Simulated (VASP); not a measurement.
# Al2Si in VASP: density of states with PBE

Aim: the density of states of Al2Si with PBE.

Everything below comes from runs of VASP 6.6.1. Logs are shortened: lines on timing, memory, paths and dates and some standing lists are left out, and cuts for length are marked.

**1. The cell of the first run**

The typed cell holds 3 atoms: a = 3.164 Å, b = 3.164 Å, c = 4.830 Å, α = 90.00°, β = 90.00°, γ = 120.00°.

**2. Density of states, PBE**

POSCAR reads:

```
Al2Si
1.0
    3.1635990000      0.0000000000      0.0000000000
   -1.5817990000      2.7397570000      0.0000000000
    0.0000000000      0.0000000000      4.8302840000
Si Al
1 2
Direct
    0.0000000000      0.0000000000      0.0000000000
    0.6667000000      0.3333000000      0.2639000000
    0.3333000000      0.6667000000      0.7361000000
```

INCAR.step1 reads:

```
  ALGO = Normal
  EDIFF = 1E-7
  ENCUT = 520
  GGA = PE
  ISIF = 2
  ISMEAR = -1
  LASPH = True
  LCHARG = True
  LREAL = False
  LWAVE = False
  NBANDS = 12
  NELM = 80
  PREC = Accurate
  SIGMA = 0.1
```

KPOINTS.step1 reads:

```
k-points
0
Gamma
  12 12 7
```

INCAR.step2 reads:

```
  ALGO = Normal
  EDIFF = 1E-7
  ENCUT = 520
  GGA = PE
  ICHARG = 11
  ISIF = 2
  ISMEAR = -5
  LASPH = True
  LCHARG = False
  LORBIT = 10
  LREAL = False
  LWAVE = False
  NEDOS = 1001
  NELM = 80
  PREC = Accurate
  SIGMA = 0.1
```

KPOINTS.step2 reads:

```
k-points
0
Gamma
  18 18 11
```

Potentials or basis: VASP PAW PBE potentials, release 64 (Si, Al).

Run with:

```console
$ cat potpaw_PBE.64/Si/POTCAR potpaw_PBE.64/Al/POTCAR > POTCAR
$ cp INCAR.step1 INCAR
$ cp KPOINTS.step1 KPOINTS
$ mpirun -np 1 vasp_std > vasp.out
$ cp INCAR.step2 INCAR
$ cp KPOINTS.step2 KPOINTS
$ mpirun -np 1 vasp_std > vasp.out
```

OUTCAR:

```text
EDIFF = 1E-7
   ENCUT = 520
   GGA = PE
   ICHARG = 11
   ISIF = 2
   ISMEAR = -5
   LASPH = True
   LORBIT = 10
   LREAL = False
   NELM = 80
   PREC = Accurate

 ion  position               nearest neighbor table
   1  0.000  0.000  0.000-   2 2.23   3 2.23   3 2.23   2 2.23   2 2.23   3 2.23
   2  0.667  0.333  0.264-   1 2.23   1 2.23   1 2.23   3 2.92   3 2.92   3 2.92   3 3.14   3 3.14
                             3 3.14
   3  0.333  0.667  0.736-   1 2.23   1 2.23   1 2.23   2 2.92   2 2.92   2 2.92   2 3.14   2 3.14
                             2 3.14

  LATTYP: Found a hexagonal cell.
 ALAT       =     3.1635990000
 C/A-ratio  =     1.5268319405

  Lattice vectors:

 A1 = (   3.1635990000,   0.0000000000,   0.0000000000)
 A2 = (  -1.5817990000,   2.7397570000,   0.0000000000)
 A3 = (   0.0000000000,   0.0000000000,   4.8302840000)

Analysis of symmetry for initial positions (statically):
=====================================================================
 Subroutine PRICEL returns:
 Original cell was already a primitive cell.

 Routine SETGRP: Setting up the symmetry group for a
 hexagonal supercell.

 Subroutine GETGRP returns: Found  4 space group operations
 (whereof  4 operations were pure point group operations)
 out of a pool of 24 trial point group operations.

The static configuration has the point symmetry C_2h.

Analysis of symmetry for dynamics (positions and initial velocities):
=====================================================================
 Subroutine PRICEL returns:
 Original cell was already a primitive cell.

 Routine SETGRP: Setting up the symmetry group for a
 hexagonal supercell.

 Subroutine GETGRP returns: Found  4 space group operations
 (whereof  4 operations were pure point group operations)
 out of a pool of 24 trial point group operations.

The dynamic configuration has the point symmetry C_2h.

 Subroutine INISYM returns: Found  4 space group operations
 (whereof  4 operations are pure point group operations),
 and found     1 'primitive' translations

----------------------------------------------------------------------------------------

                                     Primitive cell

  volume of cell :      41.8665

  direct lattice vectors                    reciprocal lattice vectors
     3.163599000  0.000000000  0.000000000     0.316095687  0.182497879  0.000000000
    -1.581799000  2.739757000  0.000000000     0.000000000  0.364995874  0.000000000
[... 99 lines left out ...]
   PSTRESS=    0.0 pullay stress
   NELECT =      10.0000    total number of electrons
   NUPDOWN=      -1.0000    fix difference up-down
   EMIN   =  10.00;   EMAX   =-10.00  energy-range for DOS
   EFERMI =   0.00;   METHOD = LEGACY
   ISMEAR =    -5;   SIGMA  =   0.10  broadening in eV -4-tet -1-fermi 0-gaus
   EFERMI_NEDOS =   21; number of points for ismear=-14 and -15
   IALGO  =     38    algorithm
   IMIX   =      4    mixing-type and parameters
     AMIX     =   0.40;   BMIX     =  1.00
     AMIX_MAG =   1.60;   BMIX_MAG =  1.00
  volume/ion in A,a.u.               =      13.96        94.18
  Fermi-wavevector in a.u.,A,eV,Ry     =   1.015748  1.919486 14.037738  1.031745
  Thomas-Fermi vector in A             =   2.149052
   LORBIT       =     10    0 simple, 1 ext, 2 COOP (PROOUT), +10 PAW based schemes
   GGA     = PE    functional components
   LHFCALC =     F    Hartree Fock is set to
   AEXX    =    0.0000 exact exchange contribution
   IVDW    =     0    specifies the selected vdW correction
   LEPSILON=     F    determine dielectric tensor
   LRPA    =     F    only Hartree local field effects (RPA)
 non-spin polarized calculation
 Fermi weights with tetrahedron method with Bloechl corrections
  energy-cutoff  :      520.00
  volume of cell :       41.87
 maximum number of plane-waves:      1146

 number of electron      10.0000000 magnetization

 Free energy of the ion-electron system (eV)
  ---------------------------------------------------
  ext. energy  EPLUGINS =         0.00000000
  ---------------------------------------------------
  free energy    TOTEN  =        -9.74062477 eV

  energy without entropy =       -9.74062477  energy(sigma->0) =       -9.74062477

 E-fermi :   9.6857     XC(G=0): -10.8261

 val. band max:        9.7826192288   @ k =   0.3889   0.1667   0.1818
 cond. band min:       9.5930787165   @ k =   0.3889   0.1667   0.0000
 fundamental gap:     -0.1895405124
 Fermi energy:         9.6857054588

 k-point     1 :       0.0000    0.0000    0.0000
  band No.  band energies     occupation
      1      -3.9503      2.00000
      2       2.9051      2.00000
      3       3.8256      2.00000
      4      11.9019      0.00000
      5      11.9028      0.00000
      6      14.1159      0.00000
      7      14.1165      0.00000
      8      16.1315      0.00000
      9      18.2899      0.00000
[... 265 lines left out ...]
 k-point    24 :      -0.1667    0.1111    0.0000
  band No.  band energies     occupation
      1      -3.5385      2.00000
      2       3.2930      2.00000
      3       4.2272      2.00000
      4       9.2639      1.83001
      5      10.2647     -0.04880
      6      13.9328      0.00000
      7      15.3574      0.00000
      8      15.6775      0.00000
      9      16.9636      0.00000

 [... further k-points ...]
[... 5 lines left out ...]
  --------------------------------------------------------------------------------------
  -------------------------------------------------------------------------------------
  Total       13.5520050     13.5457311     11.2277803     -0.0054301     -0.0151958      0.0263200
  in kB      518.6184893    518.3783922    429.6732796     -0.2078024     -0.5815264      1.0072332
  external PRESSURE =     488.8900537 kB  Pullay stress =       0.0000000 kB

 VOLUME and BASIS-vectors are now :
 -----------------------------------------------------------------------------
  energy-cutoff  :      520.00
  volume of cell :       41.87
      direct lattice vectors                 reciprocal lattice vectors
     3.163599000  0.000000000  0.000000000     0.316095687  0.182497879  0.000000000
    -1.581799000  2.739757000  0.000000000     0.000000000  0.364995874  0.000000000
     0.000000000  0.000000000  4.830284000     0.000000000  0.000000000  0.207027164

 POSITION                                       TOTAL-FORCE (eV/Angst)
 -----------------------------------------------------------------------------------
      0.00000      0.00000      0.00000         0.000000      0.000000      0.000000
      1.58196      0.91316      1.27471        -0.001052      0.000607      4.501597
     -0.00016      1.82660      3.55557         0.001052     -0.000607     -4.501597
 -----------------------------------------------------------------------------------
    total drift:                               -0.000000     -0.000000     -0.000000

  FREE ENERGIE OF THE ION-ELECTRON SYSTEM (eV)
  ---------------------------------------------------
  free  energy   TOTEN  =        -9.7406247652 eV

  energy  without entropy=       -9.7406247652  energy(sigma->0) =       -9.74062477

 total charge

# of ion       s       p       d       tot
------------------------------------------
    1        0.827   1.200   0.000   2.027
    2        0.452   0.437   0.000   0.889
    3        0.452   0.437   0.000   0.889
--------------------------------------------------
tot          1.731   2.074   0.000   3.806
```

OSZICAR.step1:

```text
N       E                     dE             d eps       ncg     rms          rms(c)
DAV:   1     0.107663462781E+02    0.10766E+02   -0.40028E+03  6656   0.664E+02
DAV:   2    -0.983350728574E+01   -0.20600E+02   -0.19403E+02  8512   0.974E+01
DAV:   3    -0.105743470345E+02   -0.74084E+00   -0.73429E+00  8652   0.149E+01
DAV:   4    -0.105797654555E+02   -0.54184E-02   -0.54176E-02  7676   0.160E+00
DAV:   5    -0.105798343851E+02   -0.68930E-04   -0.68930E-04  8564   0.185E-01    0.586E+00
DAV:   6    -0.979873258953E+01    0.78110E+00   -0.16728E+00  7516   0.538E+00    0.325E+00
DAV:   7    -0.976435302048E+01    0.34380E-01   -0.20265E-01  8520   0.217E+00    0.185E+00
DAV:   8    -0.975924467146E+01    0.51083E-02   -0.23315E-02  7416   0.795E-01    0.298E-01
DAV:   9    -0.975814991315E+01    0.10948E-02   -0.44994E-03  7412   0.316E-01    0.104E-01
DAV:  10    -0.975816586871E+01   -0.15956E-04   -0.25814E-04  7932   0.968E-02    0.577E-02
DAV:  11    -0.975815566329E+01    0.10205E-04   -0.48319E-05  8096   0.350E-02    0.767E-03
DAV:  12    -0.975815552679E+01    0.13651E-06   -0.30122E-06  7976   0.101E-02    0.581E-03
DAV:  13    -0.975815534263E+01    0.18416E-06   -0.12028E-07  5336   0.198E-03    0.175E-03
DAV:  14    -0.975815535371E+01   -0.11079E-07   -0.48744E-08  4168   0.116E-03
   1 F= -.97581554E+01 E0= -.97397467E+01  d E =-.368172E-01
```

It took 2.9 min on 1 thread of Intel Xeon 6975P-C, shared host; peak memory 0.46 GiB.

What came out:

| Property | Result |
| --- | --- |
| Valence electrons inside the program's atomic spheres | Si 2.03; Al 0.89 |

Levels at points of the mesh, in eV from the Fermi level:
| k point | band 1 | band 2 | band 3 | band 4 | band 5 | band 6 | band 7 | band 8 | band 9 |
| --- | --- | --- | --- | --- | --- | --- | --- | --- | --- |
| (0.00, 0.00, 0.00) | -13.64 | -6.78 | -5.86 | 2.22 | 2.22 | 4.43 | 4.43 | 6.45 | 8.60 |
| (0.50, 0.00, 0.00) | -9.44 | -8.36 | -3.35 | -1.57 | -1.03 | -0.99 | -0.65 | 1.67 | 5.64 |
| (0.50, 0.50, 0.00) | -9.44 | -8.36 | -3.35 | -1.57 | -1.03 | -0.99 | -0.65 | 1.67 | 5.64 |

Caveat: tetrahedron occupations give inexact forces and stress in metals.
